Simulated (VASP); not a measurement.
Bi2Te3, 5 atoms in the cell. The typed cell holds 5 atoms: a = 10.370 Å, b = 10.513 Å, c = 10.552 Å, α = 24.35°, β = 23.87°, γ = 24.24°.  This cell differs from its parent crystal: equal xy, yz and zx shear strains of -3 %.

* Program: VASP 6.6.1
* Task: single point
* Functional: PBEsol
* Potentials or basis: VASP PAW PBE potentials, release 64 (Bi_d, Te)
* Cutoff: 520 eV
* k mesh: 7 × 7 × 7
* Occupations: fermi-dirac, width 0.08 eV
* Spin: no spin polarisation
* Dipole correction: no
* Further INCAR settings: ALGO = Normal; EDIFF = 1e-07; NBANDS = 32

Potentials or basis: VASP PAW PBE potentials, release 64 (Bi_d, Te).

Run with:

```sh
$ cat potpaw_PBE.64/Bi_d/POTCAR potpaw_PBE.64/Te/POTCAR > POTCAR
$ mpirun -np 1 vasp_std > vasp.out
```

Hardware: 1 thread of Oxide Virtual Turin-like Processor, on a shared host.

Question: Estimate the wall time of this run.

Answer: It took 91 min on 1 thread of Oxide Virtual Turin-like Processor, on a shared host, peak memory 1.4 GiB. Counts: scf iterations 14, k points 172.
